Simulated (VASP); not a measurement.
The system is I.

```
CELL_PARAMETERS angstrom
0.00000 2.36560 3.90984
2.19225 0.00000 3.90984
2.19225 2.36560 0.00000
ATOMIC_POSITIONS crystal
I 0.00000 0.00000 0.00000
```

| Item | Value |
| --- | --- |
| Program | VASP 6.6.1 |
| Task | relaxation of cell and atoms |
| Functional | PBE |
| Dispersion | D3(BJ) |
| Potentials or basis | VASP PAW PBE potentials, release 64 (I) |
| Cutoff | 600 eV |
| k mesh | 14 × 14 × 14 |
| Occupations | gaussian, width 0.1 eV |
| Spin | no spin polarisation |

At the start: pressure -0.9 GPa; volume 40.55 Å³/atom.

Question: Where does the relaxation end?

Answer: Over 35 steps the energy falls by 9.2 meV/atom and the volume is 37.78 Å³/atom (-6.8 %); space group I4/mmm (No. 139, to 0.05 Å).

Step by step:
| step | energy change (eV) | largest force (eV/Å) | pressure (GPa) | volume (Å³) |
| --- | --- | --- | --- | --- |
| 1 | 0.0000 | 0.0000 | -0.94 | 40.55 |
| 2 | -0.0037 | 0.0000 | 0.10 | 39.17 |
| 3 | -0.0038 | 0.0000 | -0.05 | 39.36 |
| 4 | -0.0055 | 0.0000 | -0.04 | 39.00 |
| 5 | -0.0078 | 0.0000 | -0.11 | 38.24 |
| 6 | -0.0066 | 0.0000 | 0.19 | 36.72 |
| 7 | -0.0084 | 0.0000 | 0.03 | 37.66 |
| 8 | -0.0084 | 0.0000 | 0.06 | 37.62 |
| 9 | -0.0085 | 0.0000 | -0.06 | 37.75 |
| 10 | -0.0085 | 0.0000 | -0.09 | 37.80 |
| 11 | -0.0086 | 0.0000 | -0.09 | 37.80 |
| 12 | -0.0087 | 0.0000 | -0.08 | 37.83 |
| 13 | -0.0089 | 0.0000 | -0.04 | 37.88 |
| 14 | -0.0091 | 0.0000 | 0.02 | 37.98 |
| 15 | -0.0091 | 0.0000 | -0.08 | 38.05 |
| 16 | -0.0091 | 0.0000 | -0.06 | 38.03 |
| 17 | -0.0091 | 0.0000 | -0.01 | 37.95 |
| 18 | -0.0092 | 0.0000 | 0.03 | 37.84 |
| 19 | -0.0092 | 0.0000 | -0.06 | 37.83 |
| 20 | -0.0092 | 0.0000 | -0.02 | 37.84 |
| 21 | -0.0092 | 0.0000 | -0.02 | 37.84 |
| 22 | -0.0092 | 0.0000 | -0.04 | 37.83 |
| 23 | -0.0092 | 0.0000 | -0.02 | 37.84 |
| 24 | -0.0092 | 0.0000 | -0.02 | 37.84 |
| 25 | -0.0092 | 0.0000 | -0.02 | 37.84 |
| 26 | -0.0092 | 0.0000 | 0.01 | 37.81 |
| 27 | -0.0092 | 0.0000 | 0.03 | 37.82 |
| 28 | -0.0092 | 0.0000 | -0.01 | 37.83 |
| 29 | -0.0092 | 0.0000 | -0.03 | 37.82 |
| 30 | -0.0092 | 0.0000 | -0.01 | 37.82 |
| 31 | -0.0092 | 0.0000 | -0.01 | 37.82 |
| 32 | -0.0092 | 0.0000 | 0.00 | 37.82 |
| 33 | -0.0092 | 0.0000 | 0.01 | 37.80 |
| 34 | -0.0092 | 0.0000 | 0.02 | 37.78 |
| 35 | -0.0092 | 0.0000 | 0.01 | 37.78 |

Final structure:
```xyz
1
Lattice="0.0000 2.2560 3.7037 2.2607 0.0000 3.7037 2.2607 2.2560 0.0000" Properties=species:S:1:pos:R:3 pbc="T T T"
I     0.0000    0.0000    0.0000
```

Caveat: an odd number of electrons without spin polarisation forces a metal; a magnetic or distorted state may lie lower; pairwise dispersion overbinds metals, which lowers pressure and volume.
